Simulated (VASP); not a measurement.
# Hg (P6_3/mmc) in VASP: single point with PBEsol

Aim: the single point of Hg with PBEsol.

All numbers are computed with VASP 6.6.1; they aren't measurements. Logs are shortened: lines on timing, memory, paths and dates and some standing lists are left out, and cuts for length are marked.

### Step 1. The cell of the first run

The structure is hexagonal, space group P6_3/mmc (No. 194). The conventional cell has a = 3.172 Å, b = 3.172 Å, c = 6.536 Å, α = 90.00°, β = 90.00°, γ = 120.00°. Hg (site symmetry -6m2) has 12 Hg at 3.17 to 3.75 Å within 4.2 Å.

### Step 2. Single point, PBEsol

Input file INCAR:

```
PREC = Accurate ; ENCUT = 520
EDIFF = 1E-6 ; ISMEAR = 0
SIGMA = 0.15 ; LREAL = False
LASPH = True ; NELM = 60
ALGO = Fast ; ISIF = 2
LWAVE = False ; LCHARG = False
GGA = PS ; NBANDS = 19
```

Input file KPOINTS:

```
Automatic mesh
0
Gamma
  18 18 10
```

Input file POSCAR:

```
Hg
1.0
    3.1719188315      0.0000000000      0.0000000000
   -1.5859594158      2.7469622869      0.0000000000
    0.0000000000      0.0000000000      6.5364296164
Hg
2
Direct
    0.6666666667      0.3333333333      0.7500000000
    0.3333333333      0.6666666667      0.2500000000
```

Potentials or basis: VASP PAW PBE potentials, release 64 (Hg).

Run with:

```bash
cat potpaw_PBE.64/Hg/POTCAR > POTCAR
mpirun -np 1 vasp_std > vasp.out
```

OUTCAR:

```text
PREC = Accurate
   ENCUT = 520
   EDIFF = 1E-6
   ISMEAR = 0
   LREAL = False
   LASPH = True
   NELM = 60
   ISIF = 2
   GGA = PS

 ion  position               nearest neighbor table
   1  0.667  0.333  0.750-   2 3.75   2 3.75   2 3.75   2 3.75   2 3.75   2 3.75
   2  0.333  0.667  0.250-   1 3.75   1 3.75   1 3.75   1 3.75   1 3.75   1 3.75

  LATTYP: Found a hexagonal cell.
 ALAT       =     3.1719188315
 C/A-ratio  =     2.0607178064

  Lattice vectors:

 A1 = (   3.1719188315,   0.0000000000,   0.0000000000)
 A2 = (  -1.5859594158,   2.7469622869,   0.0000000000)
 A3 = (   0.0000000000,   0.0000000000,   6.5364296164)

Analysis of symmetry for initial positions (statically):
=====================================================================
 Subroutine PRICEL returns:
 Original cell was already a primitive cell.

 Routine SETGRP: Setting up the symmetry group for a
 hexagonal supercell.

 Subroutine GETGRP returns: Found 24 space group operations
 (whereof 12 operations were pure point group operations)
 out of a pool of 24 trial point group operations.

The static configuration has the point symmetry D_3d.
 The point group associated with its full space group is D_6h.

Analysis of symmetry for dynamics (positions and initial velocities):
=====================================================================
 Subroutine PRICEL returns:
 Original cell was already a primitive cell.

 Routine SETGRP: Setting up the symmetry group for a
 hexagonal supercell.

 Subroutine GETGRP returns: Found 24 space group operations
 (whereof 12 operations were pure point group operations)
 out of a pool of 24 trial point group operations.

The dynamic configuration has the point symmetry D_3d.
 The point group associated with its full space group is D_6h.

 Subroutine INISYM returns: Found 24 space group operations
 (whereof 12 operations are pure point group operations),
 and found     1 'primitive' translations

----------------------------------------------------------------------------------------

                                     Primitive cell

  volume of cell :      56.9528

  direct lattice vectors                    reciprocal lattice vectors
     3.171918832  0.000000000  0.000000000     0.315266579  0.182019244  0.000000000
    -1.585959416  2.746962287  0.000000000     0.000000000  0.364038489  0.000000000
[... 83 lines left out ...]
   ENCUT  =  520.0 eV  38.22 Ry    6.18 a.u.   5.90  5.90 12.15*2*pi/ulx,y,z
   NELM   =     60;   NELMIN=  2; NELMDL= -5     # of ELM steps
   EDIFF  = 0.1E-05   stopping-criterion for ELM
   LREAL  =      F    real-space projection
   EDIFFG = 0.1E-04   stopping-criterion for IOM
   NSW    =      0    number of steps for IOM
   IBRION =     -1    ionic relax: 0-MD 1-quasi-New 2-CG
   NFREE  =      0    steps in history (QN), initial steepest desc. (CG)
   ISIF   =      2    stress and relaxation
   ISYM   =      2    0-nonsym 1-usesym 2-fastsym
   POTIM  = 0.5000    time-step for ionic-motion
   TEBEG  =    0.0;   TEEND  =   0.0 temperature during run
   PSTRESS=    0.0 pullay stress
   NELECT =      24.0000    total number of electrons
   NUPDOWN=      -1.0000    fix difference up-down
   EMIN   =  10.00;   EMAX   =-10.00  energy-range for DOS
   EFERMI =   0.00;   METHOD = LEGACY
   ISMEAR =     0;   SIGMA  =   0.15  broadening in eV -4-tet -1-fermi 0-gaus
   EFERMI_NEDOS =   21; number of points for ismear=-14 and -15
   IALGO  =     68    algorithm
   IMIX   =      4    mixing-type and parameters
     AMIX     =   0.40;   BMIX     =  1.00
     AMIX_MAG =   1.60;   BMIX_MAG =  1.00
  volume/ion in A,a.u.               =      28.48       192.17
  Fermi-wavevector in a.u.,A,eV,Ry     =   1.227364  2.319382 20.496128  1.506423
  Thomas-Fermi vector in A             =   2.362330
   LORBIT       =      0    0 simple, 1 ext, 2 COOP (PROOUT), +10 PAW based schemes
   GGA     = PS    functional components
   LHFCALC =     F    Hartree Fock is set to
   AEXX    =    0.0000 exact exchange contribution
   IVDW    =     0    specifies the selected vdW correction
   LEPSILON=     F    determine dielectric tensor
   LRPA    =     F    only Hartree local field effects (RPA)
 non-spin polarized calculation
 RMM-DIIS sequential band-by-band and
 Gauss-broadening in eV      SIGMA  =   0.15
  energy-cutoff  :      520.00
  volume of cell :       56.95
 maximum number of plane-waves:      1554
 NGX is ok and might be reduce to    24
   NGX = 11   NGY = 11   NGZ = 25

 number of electron      24.0000006 magnetization

 Free energy of the ion-electron system (eV)
  ---------------------------------------------------
  ext. energy  EPLUGINS =         0.00000000
  ---------------------------------------------------
  free energy    TOTEN  =        -0.94079604 eV

  energy without entropy =       -0.93248382  energy(sigma->0) =       -0.93663993

 E-fermi :   1.0729     XC(G=0):  -9.9999

 val. band max:        1.0702395277   @ k =   0.3333   0.3333   0.3000
 cond. band min:       1.0911702077   @ k =   0.3333   0.2778   0.4000
 fundamental gap:      0.0209306801
 Fermi energy:         1.0729155679

 k-point     1 :       0.0000    0.0000    0.0000
  band No.  band energies     occupation
      1      -6.7539      2.00000
      2      -6.3958      2.00000
      3      -5.5115      2.00000
      4      -5.3377      2.00000
      5      -5.3377      2.00000
      6      -5.3089      2.00000
[... 505 lines left out ...]
      6      -4.9528      2.00000
[... 11 lines left out ...]
     18      10.9627      0.00000
     19      12.9825      0.00000

 [... further k-points ...]

------------------------ aborting loop because EDIFF is reached ----------------------------------------

  FORCE on cell =-STRESS in cart. coord.  units (eV):
  Direction    XX          YY          ZZ          XY          YZ          ZX
  --------------------------------------------------------------------------------------
  -------------------------------------------------------------------------------------
  Total       -0.6341171     -0.6341171     -1.2376728      0.0000000     -0.0000000     -0.0000000
  in kB      -17.8387610    -17.8387610    -34.8177798      0.0000000     -0.0000000     -0.0000000
  external PRESSURE =     -23.4984339 kB  Pullay stress =       0.0000000 kB

 VOLUME and BASIS-vectors are now :
 -----------------------------------------------------------------------------
  energy-cutoff  :      520.00
  volume of cell :       56.95
      direct lattice vectors                 reciprocal lattice vectors
     3.171918832  0.000000000  0.000000000     0.315266579  0.182019244  0.000000000
    -1.585959416  2.746962287  0.000000000     0.000000000  0.364038489  0.000000000
     0.000000000  0.000000000  6.536429616     0.000000000  0.000000000  0.152988720

 POSITION                                       TOTAL-FORCE (eV/Angst)
 -----------------------------------------------------------------------------------
      1.58596      0.91565      4.90232         0.000000     -0.000000      0.000000
     -0.00000      1.83131      1.63411        -0.000000      0.000000      0.000000
 -----------------------------------------------------------------------------------
    total drift:                               -0.000000      0.000000     -0.000000

  FREE ENERGIE OF THE ION-ELECTRON SYSTEM (eV)
  ---------------------------------------------------
  free  energy   TOTEN  =        -0.9407960405 eV

  energy  without entropy=       -0.9324838172  energy(sigma->0) =       -0.93663993
```

stdout:

```text
POSCAR found type information on POSCAR Hg
 POSCAR found :  1 types and       2 ions
 scaLAPACK will be used
 -----------------------------------------------------------------------------
|                                                                             |
|                                                                             |
|     You enforced a specific xc type in the INCAR file but a different       |
|     I HOPE YOU KNOW WHAT YOU ARE DOING!                                     |
|                                                                             |
 -----------------------------------------------------------------------------

 LDA part: xc-table for (Slater+PW92), standard interpolation
 POSCAR, INCAR and KPOINTS ok, starting setup
 FFT: planning ... GRIDC
 FFT: planning ... GRID_SOFT
 FFT: planning ... GRID
 WAVECAR not read
 entering main loop
```

It took 3.4 min on 1 thread of Intel Xeon 8259CL, shared host; peak memory 0.32 GiB.

Results:

- Free energy: -0.9408 eV
- Pressure: -2.3 GPa
- Band gap on the k mesh: zero (bands 12 and 13 overlap by 1.50 eV)

Stress tensor (GPa, compression positive):
```
-1.78  0.00  0.00
 0.00 -1.78  0.00
 0.00  0.00 -3.48
```

Levels at points of the mesh, in eV from the Fermi level:
```tsv
k point	band 8	band 9	band 10	band 11	band 12	band 13	band 14	band 15	band 16	band 17
(0.00, 0.00, 0.00)	-5.75	-5.75	-5.60	-5.60	-3.69	-1.39	7.87	12.23	14.34	14.36
(0.50, 0.00, 0.00)	-5.66	-5.23	-5.22	-1.24	-0.99	1.22	1.54	3.88	6.07	8.75
(0.00, 0.00, 0.50)	-5.85	-5.67	-5.67	-5.67	-5.67	2.82	2.82	14.52	14.52	14.99
(0.50, 0.00, 0.50)	-5.67	-5.22	-5.22	-0.55	-0.55	0.04	0.04	6.86	6.86	9.86
```

Caveat: the PAW data sets were made with another functional, which shifts forces and pressure a little; spin-orbit coupling is left out, which moves the levels of the heavy elements.

The gap in the log of VASP goes by the Fermi energy; the results here count the filled bands.